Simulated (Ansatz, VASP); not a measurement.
## One calculation of Li2Nb, two programs

Contents of INCAR:

```
PREC     = Accurate       # precision mode
ENCUT    = 520            # plane-wave cutoff, eV
EDIFF    = 1E-6           # SCF threshold, eV
ISMEAR   = 0              # smearing method
SIGMA    = 0.1            # smearing width, eV
LREAL    = False          # projectors in reciprocal space
LASPH    = True           # aspherical terms in the spheres
NELM     = 100            # most SCF steps
ALGO     = Normal         # electronic algorithm
ISIF     = 2              # what is computed and relaxed
LWAVE    = False          # write WAVECAR
LCHARG   = True           # write CHGCAR
GGA      = PE             # functional
LELF     = True           # ELF
LVHAR    = True         
NBANDS   = 16             # bands
```

Contents of KPOINTS:

```
regular mesh
0
Gamma
  9 9 4
```

Contents of POSCAR:

```
Li2Nb
1.0
    2.7809289600      0.0000000000      0.0000000000
   -1.3904644800      2.4083551200      0.0000000000
    0.0000000000      0.0000000000      5.5885382400
Li Nb
2 1
Direct
    0.0000000000      0.0000000000      0.1605760300
    0.0000000000      0.0000000000      0.8394239700
    0.0000000000      0.0000000000      0.5000000000
```

Input for Ansatz:

```yaml
crystal:
  lattice:
    - [2.78092896, 0.0, 0.0]
    - [-1.39046448, 2.40835512, 0.0]
    - [0.0, 0.0, 5.58853824]
  atoms:
    - { symbol: Li, position: [0.0, 0.0, 0.16057603] }
    - { symbol: Li, position: [0.0, 0.0, 0.83942397] }
    - { symbol: Nb, position: [0.0, 0.0, 0.5] }
basis:
  ecutwfc: 420
kpoints:
  mp_grid: { grid: [9, 9, 4] }
hamiltonian:
  xc: pbe
scf:
  occupations: { method: gaussian, width: 0.1 }
  lower_state_search: "off"
output:
  forces: true
  stress: true
  eigenvalues: true
```

Alike in both runs: task single point; functional PBE; k mesh 9 × 9 × 4; occupations gaussian, width 0.1 eV; no spin polarisation.

|  | VASP | Ansatz |
| --- | --- | --- |
| version | VASP 6.6.1 | Ansatz 0.2.0 |
| potentials or method | VASP PAW PBE potentials, release 64 (Li_sv, Nb_sv), cutoff 520 eV | scalar-relativistic, plane waves, PAW |
| valence electrons in the cell | 19 | 19 |

```tsv
	VASP	Ansatz	Ansatz less VASP
gap on the k mesh at the Fermi level (eV)	none	none	-
rms of the force components (eV/Å)	1.693	1.665	-0.0280
```

Atom by atom the forces differ by 0.028 eV/Å (rms over components). A gap of «none» marks a metal or a gap that the smearing closes.

Noted on VASP's run: the cutoff is short for stress, so the pressure is rough.
